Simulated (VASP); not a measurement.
# LuSc3F (Pm-3m) in VASP: further runs

LuSc3F is run at these levels: PBE; tasks: single point, relaxation of cell and atoms.

Program: VASP 6.6.1. These are calculated values, not measurements. Logs are shortened: lines on timing, memory, paths and dates and some standing lists are left out, and cuts for length are marked.

### 1 The cell of the first run

The structure is cubic, space group Pm-3m (No. 221). Conventional cell: a = 4.502 Å, b = 4.502 Å, c = 4.502 Å, α = 90.00°, β = 90.00°, γ = 90.00°. Lu (site symmetry m-3m) has 12 Sc at 3.18 Å and 8 F at 3.90 Å within 4.2 Å. Within 3.0 Å of Sc (site symmetry 4/mmm) lie 2 F at 2.25 Å. F (site symmetry m-3m) has 6 Sc at 2.25 Å within 3.0 Å.

The cell was generated, and may not be a known phase.

### 2 Single point, PBE

The input, INCAR:

```
PREC     = Accurate       # precision mode
ENCUT    = 520            # plane-wave cutoff, eV
EDIFF    = 1E-6           # SCF threshold, eV
ISMEAR   = 0              # smearing method
SIGMA    = 0.1            # smearing width, eV
LREAL    = F              # projectors in reciprocal space
LASPH    = T              # aspherical terms in the spheres
NELM     = 80             # most SCF steps
ALGO     = Normal         # electronic algorithm
ISIF     = 2              # what is computed and relaxed
LWAVE    = F              # write WAVECAR
LCHARG   = F              # write CHGCAR
GGA      = PE             # functional
NBANDS   = 40             # bands
```

The input, KPOINTS:

```
regular mesh
0
Gamma
  4 4 4
```

The input, POSCAR:

```
LuSc3F
1.0
    4.5024367600      0.0000000000      0.0000000000
    0.0000000000      4.5024367600      0.0000000000
    0.0000000000      0.0000000000      4.5024367600
Lu Sc F
1 3 1
Direct
    0.5000000000      0.5000000000      0.5000000000
    0.5000000000      0.0000000000      0.0000000000
    0.0000000000      0.5000000000      0.0000000000
    0.0000000000      0.0000000000      0.5000000000
    0.0000000000      0.0000000000      0.0000000000
```

Potentials or basis: VASP PAW PBE potentials, release 64 (Lu, Sc_sv, F).

The run is started by

```
> cat potpaw_PBE.64/Lu/POTCAR potpaw_PBE.64/Sc_sv/POTCAR potpaw_PBE.64/F/POTCAR > POTCAR
> mpirun -np 1 vasp_std > vasp.out
```

OUTCAR:

```text
PREC = Accurate
   ENCUT = 520
   EDIFF = 1E-6
   ISMEAR = 0
   LREAL = F
   LASPH = T
   NELM = 80
   ISIF = 2
   GGA = PE

 ion  position               nearest neighbor table
   1  0.500  0.500  0.500-   2 3.18   3 3.18   4 3.18   2 3.18   3 3.18   2 3.18   4 3.18   2 3.18
                             3 3.18   4 3.18   3 3.18   4 3.18
   2  0.500  0.000  0.000-   5 2.25   5 2.25   4 3.18   1 3.18   1 3.18   4 3.18   1 3.18   3 3.18
                             1 3.18   3 3.18   4 3.18   3 3.18   4 3.18   3 3.18
   3  0.000  0.500  0.000-   5 2.25   5 2.25   4 3.18   1 3.18   1 3.18   4 3.18   2 3.18   4 3.18
                             2 3.18   4 3.18   1 3.18   2 3.18   1 3.18   2 3.18
   4  0.000  0.000  0.500-   5 2.25   5 2.25   3 3.18   1 3.18   2 3.18   3 3.18   2 3.18   1 3.18
                             3 3.18   3 3.18   1 3.18   2 3.18   2 3.18   1 3.18
   5  0.000  0.000  0.000-   2 2.25   3 2.25   4 2.25   4 2.25   3 2.25   2 2.25

  LATTYP: Found a simple cubic cell.
 ALAT       =     4.5024367600

  Lattice vectors:

 A1 = (   4.5024367600,   0.0000000000,   0.0000000000)
 A2 = (   0.0000000000,   4.5024367600,   0.0000000000)
 A3 = (   0.0000000000,   0.0000000000,   4.5024367600)

Analysis of symmetry for initial positions (statically):
=====================================================================
 Subroutine PRICEL returns:
 Original cell was already a primitive cell.

 Routine SETGRP: Setting up the symmetry group for a
 simple cubic supercell.

 Subroutine GETGRP returns: Found 48 space group operations
 (whereof 48 operations were pure point group operations)
 out of a pool of 48 trial point group operations.

The static configuration has the point symmetry O_h .

Analysis of symmetry for dynamics (positions and initial velocities):
=====================================================================
 Subroutine PRICEL returns:
 Original cell was already a primitive cell.

 Routine SETGRP: Setting up the symmetry group for a
 simple cubic supercell.

 Subroutine GETGRP returns: Found 48 space group operations
 (whereof 48 operations were pure point group operations)
 out of a pool of 48 trial point group operations.

The dynamic configuration has the point symmetry O_h .

 Subroutine INISYM returns: Found 48 space group operations
 (whereof 48 operations are pure point group operations),
 and found     1 'primitive' translations

----------------------------------------------------------------------------------------
[... 86 lines left out ...]
   EDIFFG = 0.1E-04   stopping-criterion for IOM
   NSW    =      0    number of steps for IOM
   IBRION =     -1    ionic relax: 0-MD 1-quasi-New 2-CG
   NFREE  =      0    steps in history (QN), initial steepest desc. (CG)
   ISIF   =      2    stress and relaxation
   ISYM   =      2    0-nonsym 1-usesym 2-fastsym
   POTIM  = 0.5000    time-step for ionic-motion
   TEBEG  =    0.0;   TEEND  =   0.0 temperature during run
   PSTRESS=    0.0 pullay stress
   NELECT =      65.0000    total number of electrons
   NUPDOWN=      -1.0000    fix difference up-down
   EMIN   =  10.00;   EMAX   =-10.00  energy-range for DOS
   EFERMI =   0.00;   METHOD = LEGACY
   ISMEAR =     0;   SIGMA  =   0.10  broadening in eV -4-tet -1-fermi 0-gaus
   EFERMI_NEDOS =   21; number of points for ismear=-14 and -15
   IALGO  =     38    algorithm
   IMIX   =      4    mixing-type and parameters
     AMIX     =   0.40;   BMIX     =  1.00
     AMIX_MAG =   1.60;   BMIX_MAG =  1.00
  volume/ion in A,a.u.               =      18.25       123.19
  Fermi-wavevector in a.u.,A,eV,Ry     =   1.461947  2.762679 29.079587  2.137289
  Thomas-Fermi vector in A             =   2.578219
   LORBIT       =      0    0 simple, 1 ext, 2 COOP (PROOUT), +10 PAW based schemes
   GGA     = PE    functional components
   LHFCALC =     F    Hartree Fock is set to
   AEXX    =    0.0000 exact exchange contribution
   IVDW    =     0    specifies the selected vdW correction
   LEPSILON=     F    determine dielectric tensor
   LRPA    =     F    only Hartree local field effects (RPA)
 non-spin polarized calculation
 Gauss-broadening in eV      SIGMA  =   0.10
  energy-cutoff  :      520.00
  volume of cell :       91.27
 maximum number of plane-waves:      2517
 NGX is ok and might be reduce to    36
   NGX = 17   NGY = 17   NGZ = 17

 number of electron      65.0000013 magnetization

 Free energy of the ion-electron system (eV)
  ---------------------------------------------------
  ext. energy  EPLUGINS =         0.00000000
  ---------------------------------------------------
  free energy    TOTEN  =       -28.83616825 eV

  energy without entropy =      -28.78451530  energy(sigma->0) =      -28.81034178

 E-fermi :   4.8528     XC(G=0): -11.0312

 val. band max:        4.7858585435   @ k =   0.5000   0.2500   0.0000
 cond. band min:       4.8531556829   @ k =   0.5000   0.2500   0.2500
 fundamental gap:      0.0672971394
 Fermi energy:         4.8527739587

 k-point     1 :       0.0000    0.0000    0.0000
  band No.  band energies     occupation
      1     -50.7269      2.00000
      2     -44.4674      2.00000
      3     -44.3737      2.00000
      4     -44.3737      2.00000
      5     -23.3904      2.00000
      6     -23.3904      2.00000
[... 419 lines left out ...]
     39       6.6797      0.00000
     40       7.9006      0.00000

------------------------ aborting loop because EDIFF is reached ----------------------------------------

  FORCE on cell =-STRESS in cart. coord.  units (eV):
  Direction    XX          YY          ZZ          XY          YZ          ZX
  --------------------------------------------------------------------------------------
  -------------------------------------------------------------------------------------
  Total        5.7402494      5.7402494      5.7402494     -0.0000000      0.0000000      0.0000000
  in kB      100.7623937    100.7623937    100.7623937     -0.0000000      0.0000000      0.0000000
  external PRESSURE =     100.7623937 kB  Pullay stress =       0.0000000 kB

 VOLUME and BASIS-vectors are now :
 -----------------------------------------------------------------------------
  energy-cutoff  :      520.00
  volume of cell :       91.27
      direct lattice vectors                 reciprocal lattice vectors
     4.502436760  0.000000000  0.000000000     0.222101954  0.000000000  0.000000000
     0.000000000  4.502436760  0.000000000     0.000000000  0.222101954  0.000000000
     0.000000000  0.000000000  4.502436760     0.000000000  0.000000000  0.222101954

 POSITION                                       TOTAL-FORCE (eV/Angst)
 -----------------------------------------------------------------------------------
      2.25122      2.25122      2.25122         0.000000      0.000000      0.000000
      2.25122      0.00000      0.00000         0.000000      0.000000      0.000000
      0.00000      2.25122      0.00000         0.000000      0.000000      0.000000
      0.00000      0.00000      2.25122         0.000000      0.000000      0.000000
      0.00000      0.00000      0.00000         0.000000      0.000000      0.000000
 -----------------------------------------------------------------------------------
    total drift:                                0.000000      0.000000      0.000000

  FREE ENERGIE OF THE ION-ELECTRON SYSTEM (eV)
  ---------------------------------------------------
  free  energy   TOTEN  =       -28.8361682547 eV

  energy  without entropy=      -28.7845153010  energy(sigma->0) =      -28.81034178
```

OSZICAR:

```text
N       E                     dE             d eps       ncg     rms          rms(c)
DAV:   1     0.887861211752E+03    0.88786E+03   -0.27587E+04  1152   0.413E+03
DAV:   2     0.945014305754E+02   -0.79336E+03   -0.77152E+03  1072   0.918E+02
DAV:   3    -0.191712701011E+02   -0.11367E+03   -0.10951E+03  1216   0.291E+02
DAV:   4    -0.314441164921E+02   -0.12273E+02   -0.11961E+02  1432   0.787E+01
DAV:   5    -0.322077461301E+02   -0.76363E+00   -0.75952E+00  1424   0.168E+01    0.134E+01
DAV:   6    -0.290034629809E+02    0.32043E+01   -0.19321E+01  1384   0.298E+01    0.465E+00
DAV:   7    -0.288705147953E+02    0.13295E+00   -0.11170E+00  1280   0.121E+01    0.284E+00
DAV:   8    -0.288380070261E+02    0.32508E-01   -0.18821E-01  1392   0.281E+00    0.692E-01
DAV:   9    -0.288358024138E+02    0.22046E-02   -0.13607E-02  1368   0.103E+00    0.319E-01
DAV:  10    -0.288360690101E+02   -0.26660E-03   -0.20429E-03  1168   0.350E-01    0.108E-01
DAV:  11    -0.288361688544E+02   -0.99844E-04   -0.40468E-04  1352   0.157E-01    0.207E-02
DAV:  12    -0.288361700623E+02   -0.12079E-05   -0.43503E-05  1288   0.475E-02    0.689E-03
DAV:  13    -0.288361684579E+02    0.16044E-05   -0.36140E-06  1072   0.153E-02    0.307E-03
DAV:  14    -0.288361682547E+02    0.20319E-06   -0.16044E-06   768   0.798E-03
   1 F= -.28836168E+02 E0= -.28810342E+02  d E =-.516530E-01
```

Run time: 38 s. Hardware: 1 thread of Oxide Virtual Turin-like, shared host; peak memory 0.19 GiB.

Results:

* Free energy: -28.8362 eV
* Pressure: 10.1 GPa
* Band gap on the k mesh: zero (an odd number of electrons rules out a gap without spin polarisation)

Caveat: the cell stands under pressure; spin-orbit coupling is left out, which moves the levels of the heavy elements.

### 3 Single point, PBE

This run uses another cell than the first one, of 20.95 Å³/atom.

The input, INCAR:

```
PREC = Accurate ; ENCUT = 520
EDIFF = 1E-6 ; ISMEAR = 0
SIGMA = 0.1 ; LREAL = False
LASPH = True ; NELM = 100
ALGO = Normal ; ISIF = 2
LWAVE = False ; LCHARG = False
GGA = PE ; NBANDS = 40
```

The input, KPOINTS:

```
Automatic mesh
0
Gamma
  4 4 4
```

Edit POSCAR of step 2 so:

```diff
@@ -2,5 +2,5 @@
 1.0
-    4.5024367600      0.0000000000      0.0000000000
-    0.0000000000      4.5024367600      0.0000000000
-    0.0000000000      0.0000000000      4.5024367600
+    4.7142412554      0.0000000000      0.0000000000
+    0.0000000000      4.7142412554      0.0000000000
+    0.0000000000      0.0000000000      4.7142412554
 Lu Sc F
```

Potentials or basis: VASP PAW PBE potentials, release 64 (Lu, Sc_sv, F).

The run is started by

```
> cat potpaw_PBE.64/Lu/POTCAR potpaw_PBE.64/Sc_sv/POTCAR potpaw_PBE.64/F/POTCAR > POTCAR
> mpirun -np 1 vasp_std > vasp.out
```

OUTCAR:

```text
PREC = Accurate
   ENCUT = 520
   EDIFF = 1E-6
   ISMEAR = 0
   LREAL = False
   LASPH = True
   NELM = 100
   ISIF = 2
   GGA = PE

 ion  position               nearest neighbor table
   1  0.500  0.500  0.500-   2 3.33   3 3.33   4 3.33   2 3.33   3 3.33   2 3.33   4 3.33   2 3.33
                             3 3.33   4 3.33   3 3.33   4 3.33
   2  0.500  0.000  0.000-   5 2.36   5 2.36   4 3.33   1 3.33   1 3.33   4 3.33   1 3.33   3 3.33
                             1 3.33   3 3.33   4 3.33   3 3.33   4 3.33   3 3.33
   3  0.000  0.500  0.000-   5 2.36   5 2.36   4 3.33   1 3.33   1 3.33   4 3.33   2 3.33   4 3.33
                             2 3.33   4 3.33   1 3.33   2 3.33   1 3.33   2 3.33
   4  0.000  0.000  0.500-   5 2.36   5 2.36   3 3.33   1 3.33   2 3.33   3 3.33   2 3.33   1 3.33
                             3 3.33   3 3.33   1 3.33   2 3.33   2 3.33   1 3.33
   5  0.000  0.000  0.000-   2 2.36   3 2.36   4 2.36   4 2.36   3 2.36   2 2.36

  LATTYP: Found a simple cubic cell.
 ALAT       =     4.7142412554

  Lattice vectors:

 A1 = (   4.7142412554,   0.0000000000,   0.0000000000)
 A2 = (   0.0000000000,   4.7142412554,   0.0000000000)
 A3 = (   0.0000000000,   0.0000000000,   4.7142412554)

Analysis of symmetry for initial positions (statically):
[... 170 lines left out ...]
 Fermi energy:         3.9808477733

 k-point     1 :       0.0000    0.0000    0.0000
  band No.  band energies     occupation
      1     -51.9095      2.00000
      2     -45.6949      2.00000
      3     -45.6448      2.00000
      4     -45.6448      2.00000
      5     -24.4940      2.00000
      6     -24.4940      2.00000
[... 419 lines left out ...]
     39       5.6532      0.00000
     40       6.5735      0.00000

------------------------ aborting loop because EDIFF is reached ----------------------------------------

  FORCE on cell =-STRESS in cart. coord.  units (eV):
  Direction    XX          YY          ZZ          XY          YZ          ZX
  --------------------------------------------------------------------------------------
  -------------------------------------------------------------------------------------
  Total        0.1021728      0.1021728      0.1021728     -0.0000000     -0.0000000     -0.0000000
  in kB        1.5624654      1.5624654      1.5624654     -0.0000000     -0.0000000     -0.0000000
  external PRESSURE =       1.5624654 kB  Pullay stress =       0.0000000 kB

 VOLUME and BASIS-vectors are now :
 -----------------------------------------------------------------------------
  energy-cutoff  :      520.00
  volume of cell :      104.77
      direct lattice vectors                 reciprocal lattice vectors
     4.714241255  0.000000000  0.000000000     0.212123213  0.000000000  0.000000000
     0.000000000  4.714241255  0.000000000     0.000000000  0.212123213  0.000000000
     0.000000000  0.000000000  4.714241255     0.000000000  0.000000000  0.212123213

 POSITION                                       TOTAL-FORCE (eV/Angst)
 -----------------------------------------------------------------------------------
      2.35712      2.35712      2.35712         0.000000      0.000000      0.000000
      2.35712      0.00000      0.00000         0.000000      0.000000      0.000000
      0.00000      2.35712      0.00000         0.000000      0.000000      0.000000
      0.00000      0.00000      2.35712         0.000000      0.000000      0.000000
      0.00000      0.00000      0.00000         0.000000      0.000000      0.000000
 -----------------------------------------------------------------------------------
    total drift:                                0.000000      0.000000      0.000000

  FREE ENERGIE OF THE ION-ELECTRON SYSTEM (eV)
  ---------------------------------------------------
  free  energy   TOTEN  =       -29.2353854888 eV

  energy  without entropy=      -29.1649240614  energy(sigma->0) =      -29.20015478
```

Wall time 40 s (1 thread of Oxide Virtual Turin-like, shared host); peak memory 0.19 GiB.

What came out:

| Item | Value |
| --- | --- |
| Free energy | -29.2354 eV |
| Pressure | 0.2 GPa |
| Band gap on the k mesh | zero (an odd number of electrons rules out a gap without spin polarisation) |

Caveat: spin-orbit coupling is left out, which moves the levels of the heavy elements.

### 4 Relaxation of cell and atoms, PBE

The input, INCAR:

```
PREC     = Accurate       # precision mode
ENCUT    = 600            # plane-wave cutoff, eV
EDIFF    = 1E-6           # SCF threshold, eV
ISMEAR   = 0              # smearing method
SIGMA    = 0.1            # smearing width, eV
LREAL    = False          # projectors in reciprocal space
LASPH    = True           # aspherical terms in the spheres
NELM     = 80             # most SCF steps
ALGO     = Normal         # electronic algorithm
ISIF     = 3              # what is computed and relaxed
LWAVE    = False          # write WAVECAR
LCHARG   = False          # write CHGCAR
GGA      = PE             # functional
IBRION   = 2              # ionic algorithm
NSW      = 90             # ionic steps
EDIFFG   = -0.04          # ionic threshold
```

The input, KPOINTS:

```
regular mesh
0
Gamma
  4 4 4
```

Edit POSCAR of step 3 so:

```diff
@@ -2,5 +2,5 @@
 1.0
-    4.7142412554      0.0000000000      0.0000000000
-    0.0000000000      4.7142412554      0.0000000000
-    0.0000000000      0.0000000000      4.7142412554
+    4.5024367600      0.0000000000      0.0000000000
+    0.0000000000      4.5024367600      0.0000000000
+    0.0000000000      0.0000000000      4.5024367600
 Lu Sc F
```

The run is started by

```
> cat potpaw_PBE.64/Lu/POTCAR potpaw_PBE.64/Sc_sv/POTCAR potpaw_PBE.64/F/POTCAR > POTCAR
> mpirun -np 1 vasp_std > vasp.out
```

Run time: 1.7 min. Hardware: 1 thread of Oxide Virtual Turin-like, shared host; peak memory 0.2 GiB.

The run converged. Its results:

- Free energy: -29.2299 eV
- Relaxed volume: 21.01 Å³/atom
- Relaxed cell: a = 4.719 Å, b = 4.719 Å, c = 4.719 Å, α = 90.00°, β = 90.00°, γ = 90.00°
- Space group after relaxing (to 0.1 Å): Pm-3m (No. 221)
- Energy gained by relaxing: 78.0 meV/atom
- Ionic steps: 3
- Pressure after relaxing: 0.0 GPa
- Band gap on the k mesh: zero (an odd number of electrons rules out a gap without spin polarisation)

Step by step:
```tsv
step	energy change (eV)	largest force (eV/Å)	pressure (GPa)	volume (Å³)
1	0.0000	0.0000	10.10	91.27
2	-0.3825	0.0000	-1.08	107.34
3	-0.3901	0.0000	0.02	105.05
```

Final structure:
```
Lu Sc F
1.0
     4.71852    0.00000    0.00000
     0.00000    4.71852    0.00000
     0.00000    0.00000    4.71852
Lu Sc F
1 3 1
Direct
  0.50000 0.50000 0.50000
  0.50000 0.00000 0.00000
  0.00000 0.50000 0.00000
  0.00000 0.00000 0.50000
  0.00000 0.00000 0.00000
```

Levels at points of the mesh, in eV from the Fermi level:
```
           k point  band 31  band 32  band 33  band 34  band 35  band 36
(0.00, 0.00, 0.00)    -0.91    -0.91    -0.91     1.30     1.43     1.43
(0.50, 0.00, 0.00)    -0.10    -0.01    -0.01     0.31     0.65     0.65
(0.50, 0.50, 0.00)    -0.94     0.07     0.07     0.33     0.78     0.83
(0.50, 0.50, 0.50)    -1.30     0.16     0.16     0.16     1.17     1.17
```

Caveat: the volume moved by over 15 % at a fixed basis, so the end points are rough; spin-orbit coupling is left out, which moves the levels of the heavy elements.

### 5 Summary

| task | cell | cutoff (eV) | gap on the mesh (eV) | pressure (GPa) |
| --- | --- | --- | --- | --- |
| single point | a = 4.502 Å, 5 atoms | 520 | none | 10.1 |
| single point | a = 4.714 Å, 5 atoms | 520 | none | 0.2 |
| relaxation of cell and atoms | relaxed from a = 4.502 Å, 5 atoms | 600 | none | 0.0 |

Alike in all rows: level PBE; potentials or basis VASP PAW PBE potentials, release 64 (Lu, Sc_sv, F); no spin polarisation; k mesh 4 × 4 × 4; smearing gaussian 0.1 eV.

Caveats: spin-orbit coupling is left out, which moves the levels of the heavy elements; the cell stands under pressure (at least some runs); the volume moved by over 15 % at a fixed basis, so the end points are rough (at least some runs).

Total energies depend on the potentials used, so only differences within one code and one set of settings carry meaning.

The gap in the log of VASP goes by the Fermi energy; the results here count the filled bands.